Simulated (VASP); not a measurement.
BAs5: single point with PBE

Crystal: BAs5.

```
B As
1.0
     2.52399   -5.33563    0.00000
     2.52399    5.33563    0.00000
     0.00000    0.00000    4.40910
B As
1 5
Direct
  0.00000 0.00000 0.00000
  0.37831 0.62169 0.00000
  0.62169 0.37831 0.00000
  0.50000 0.50000 0.50000
  0.88611 0.11389 0.50000
  0.11389 0.88611 0.50000
```

| Item | Value |
| --- | --- |
| Program | VASP 6.6.1 |
| Task | single point |
| Functional | PBE |
| Potentials or basis | VASP PAW PBE potentials, release 64 (B, As_d) |
| Cutoff | 600 eV |
| k mesh | 4 × 4 × 4 |
| Occupations | gaussian, width 0.1 eV |
| Spin | no spin polarisation |
| Dipole correction | no |
| Second run | valence_matched |
| Further INCAR settings | ALGO = Normal; EDIFF = 1e-06; NBANDS = 48 |

```json
{
  "Pressure": "0.2 GPa",
  "Largest force": "0.016 eV/Å",
  "Band gap on the k mesh": "zero (band 39 reaches 4.45 eV, above the bottom of band 40 at 2.47 eV)"
}
```

Forces in eV/Å, atoms in the order of the input:
```
B    0.000  0.000  0.000
As   0.000  0.016  0.000
As   0.000 -0.016  0.000
As   0.000  0.000  0.000
As   0.000 -0.002  0.000
As   0.000  0.002  0.000
```

Stress tensor (GPa, compression positive):
```
 0.45  0.00  0.00
 0.00 -0.04  0.00
 0.00  0.00  0.16
```

Levels at points of the mesh, in eV from the Fermi level:
| k point | band 35 | band 36 | band 37 | band 38 | band 39 | band 40 | band 41 | band 42 | band 43 | band 44 |
| --- | --- | --- | --- | --- | --- | --- | --- | --- | --- | --- |
| (0.00, 0.00, 0.00) | -3.18 | -2.45 | -1.99 | -1.57 | -1.25 | -0.96 | 0.69 | 0.75 | 1.64 | 2.43 |
| (0.50, 0.00, 0.00) | -3.78 | -2.46 | -1.62 | -1.55 | -1.33 | -1.32 | -0.49 | 1.53 | 2.03 | 2.93 |
| (0.50, 0.50, 0.00) | -3.02 | -2.67 | -2.11 | -1.84 | -1.53 | -1.34 | -0.60 | 1.57 | 1.62 | 2.45 |
| (0.00, 0.00, 0.50) | -4.41 | -4.05 | -2.99 | -1.72 | -1.55 | 0.83 | 1.36 | 3.17 | 3.68 | 4.03 |
| (0.50, 0.00, 0.50) | -3.22 | -1.15 | -0.41 | -0.37 | -0.05 | 0.71 | 0.84 | 1.92 | 2.14 | 2.78 |
| (0.50, 0.50, 0.50) | -3.06 | -2.81 | -2.37 | -0.66 | -0.25 | 0.56 | 0.59 | 0.99 | 1.71 | 2.81 |

Wall time 2.1 min on 1 thread of Intel(R) Xeon(R) Platinum 8259CL CPU @ 2.50GHz (Skylake/Cascade Lake), with other jobs on the host, peak memory 0.32 GiB.
